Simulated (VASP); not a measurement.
Crystal: CoOs.

```
Co Os
1.0
     2.67127    0.00000    0.00000
    -1.33564    2.31339    0.00000
     0.00000    0.00000    4.11656
Co Os
1 1
Cartesian
  1.3356 0.7711 2.0583
  0.0000 1.5423 0.0000
```

Base run:

| Quantity | Value |
| --- | --- |
| Program | VASP 6.6.1 |
| Functional | PBEsol |
| Potentials or basis | VASP PAW PBE potentials, release 64 (Co, Os) |
| Cutoff | 520 eV |
| k mesh | 10 × 10 × 6 |
| Occupations | fermi-dirac, width 0.1 eV |
| Spin | collinear spin, ferromagnetic start |
| Starting moments | [1.8, 0.0] μB |

Its results: pressure -12.9 GPa; net moment 0.80 μB per cell; site moments Co +0.84; Os -0.03 μB.

Q: After a change of settings the same cell gave: pressure -11.9 GPa; net moment 1.02 μB per cell; site moments Co +1.00; Os +0.03 μB. Which change was it?
A. k mesh from 10 × 10 × 6 to 3 × 3 × 2
B. k mesh from 10 × 10 × 6 to 12 × 12 × 7
C. k mesh from 10 × 10 × 6 to 6 × 6 × 4
D. k mesh from 10 × 10 × 6 to 8 × 8 × 5

A: C.

Caveats: some runs use coarse meshes; the PAW data sets were made with another functional, which shifts forces and pressure a little.
